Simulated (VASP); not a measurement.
Wanted: the native input for a VASP 6.6.1 run.

```yaml
Task: single point
Functional: LDA
Potentials_or_basis: VASP PAW LDA potentials, release 64 (Rb_sv, Br)
Cutoff: 520 eV
k_mesh: 6 × 6 × 6
Occupations: gaussian, width 0.02 eV
Spin: no spin polarisation
Dipole_correction: no
Further_INCAR_settings: ALGO = Normal; EDIFF = 1e-06; NBANDS = 15
```

The structure of RbBr lies in POSCAR:

```
RbBr
1.0
    3.9675087118      0.0000000000      0.0000000000
    0.0000000000      3.9675087118      0.0000000000
    0.0000000000      0.0000000000      3.9675087118
Rb Br
1 1
Direct
    0.0000000000      0.0000000000      0.0000000000
    0.5000000000      0.5000000000      0.5000000000
```

The input as run:

INCAR

```
ALGO = Normal
EDIFF = 1E-6
ENCUT = 520
ISIF = 2
ISMEAR = 0
LASPH = T
LCHARG = T
LELF = T
LREAL = F
LVHAR = T
LWAVE = F
NBANDS = 15
NELM = 60
PREC = Accurate
SIGMA = 0.02
```

KPOINTS

```
k-points
0
Gamma
  6 6 6
```

Potentials or basis: VASP PAW LDA potentials, release 64 (Rb_sv, Br).

Command:

```bash
$ cat potpaw_LDA.64/Rb_sv/POTCAR potpaw_LDA.64/Br/POTCAR > POTCAR
$ mpirun -np 1 vasp_std > vasp.out
```

It gave:

The pressure is 0.1 GPa. The band gap on the k mesh is 4.13 eV, indirect (least direct gap 4.28 eV).

Run time: 14 s on 1 thread of Intel(R) Xeon(R) Platinum 8488C (Sapphire Rapids), with other jobs on the host, peak memory 0.15 GiB.
